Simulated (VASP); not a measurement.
Input of a VASP 6.6.1 run:

The input INCAR:

```
  ALGO = Normal
  EDIFF = 1E-6
  ENCUT = 520
  GGA = PE
  ISIF = 2
  ISMEAR = 0
  IVDW = 12
  LASPH = T
  LCHARG = F
  LREAL = F
  LWAVE = F
  NBANDS = 11
  NELM = 80
  PREC = Accurate
  SIGMA = 0.05
```

KPOINTS

```
k-points
0
Gamma
  12 12 12
```

Contents of POSCAR:

```
BN
1.0
    1.3031791757      0.7523908479      3.2948845324
   -1.3031791757      0.7523908479      3.2948845324
    0.0000000000     -1.5047816958      3.2948845324
B N
1 1
Direct
    0.9996975446      0.9996975446      0.9996975446
    0.3327354554      0.3327354554      0.3327354554
```

Potentials or basis: VASP PAW PBE potentials, release 64 (B, N).

Run with:

```console
$ cat potpaw_PBE.64/B/POTCAR potpaw_PBE.64/N/POTCAR > POTCAR
$ mpirun -np 1 vasp_std > vasp.out
```

Q: What does it give for the band gap on the k mesh?

A: 3.98 eV, indirect (least direct gap 4.40 eV).

Q: What does it give for the pressure?

A: -23.7 GPa.

Stress tensor (GPa, compression positive):
```
-35.62   0.00   0.00
  0.00 -35.62   0.00
  0.00   0.00   0.07
```

Caveat: the cell differs from its parent crystal (strain +0.040 along x and y, +0.000 along z). A k mesh can miss the band edges.
